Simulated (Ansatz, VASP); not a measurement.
# C: VASP beside Ansatz

The input POSCAR:

```
C
1.0
    0.0000000000      1.7445216597      1.7445216597
    1.7445216597      0.0000000000      1.7445216597
    1.7445216597      1.7445216597      0.0000000000
C
2
Direct
    0.0000000000      0.0000000000      0.0000000000
    0.2500000000      0.2500000000      0.2500000000
```

INCAR.step1

```
SYSTEM = C
PREC = Accurate
ENCUT = 520
EDIFF = 1E-5
ISMEAR = 0
SIGMA = 0.01
LREAL = .FALSE.
LASPH = .TRUE.
NELM = 100
ALGO = Normal
ISIF = 2
LWAVE = .TRUE.
LCHARG = .FALSE.
GGA = PE
NBANDS = 11
```

File INCAR.step2:

```
SYSTEM = C
PREC = Accurate
ENCUT = 520
EDIFF = 1E-6
ISMEAR = 0
SIGMA = 0.01
LREAL = .FALSE.
LASPH = .TRUE.
NELM = 100
ALGO = Normal
ISIF = 2
LWAVE = .FALSE.
LCHARG = .FALSE.
GGA = PE
LHFCALC = .TRUE.
HFSCREEN = 0.2079
PRECFOCK = Normal
ISTART = 1
NBANDS = 11
```

The input KPOINTS:

```
Automatic mesh
0
G
  8 8 8
  0 0 0
```

Input for Ansatz:

```yaml
crystal:
  lattice:
    - [0.0, 1.7445216597, 1.7445216597]
    - [1.7445216597, 0.0, 1.7445216597]
    - [1.7445216597, 1.7445216597, 0.0]
  atoms:
    - { symbol: C, position: [0.0, 0.0, 0.0] }
    - { symbol: C, position: [0.25, 0.25, 0.25] }
kpoints:
  mp_grid: { grid: [8, 8, 8] }
  band_path:
    path:
      - [0.0, 0.0, 0.0]
      - [0.5, 0.0, 0.5]
      - [0.625, 0.25, 0.625]
      - [0.375, 0.375, 0.75]
      - [0.5, 0.5, 0.5]
      - [0.5, 0.25, 0.75]
      - [0.0, 0.365885, 0.365885]
    npoints: 1
hamiltonian:
  xc: hse06
scf:
  occupations: { method: fixed }
  n_extra_bands: 4
output:
  forces: true
  stress: true
  eigenvalues: true
```

Change from the starting cell: hydrostatic strain -2.0%.

Alike in both runs: task single point; functional HSE06; k mesh 8 × 8 × 8; no spin polarisation.

|  | VASP | Ansatz |
| --- | --- | --- |
| version | VASP 6.6.1 | Ansatz 0.2.0 |
| potentials or method | VASP PAW PBE potentials, release 64 (C) | plane waves, PAW |
| plane-wave cutoff (eV) | 520 | 420 |
| occupations | gaussian, width 0.01 eV | fixed |
| valence electrons in the cell | 8 | 8 |

Ansatz gave:

```
gap on the k mesh at the Fermi level (eV) : 5.45
pressure (GPa)                            : 24.6
```

**Question.** What did VASP give for the same quantities?

**Answer.** gap on the k mesh at the Fermi level (eV): 5.44; pressure (GPa): 25.8.

Ansatz's warnings: stress exchange threshold loose, stress scf threshold loose.
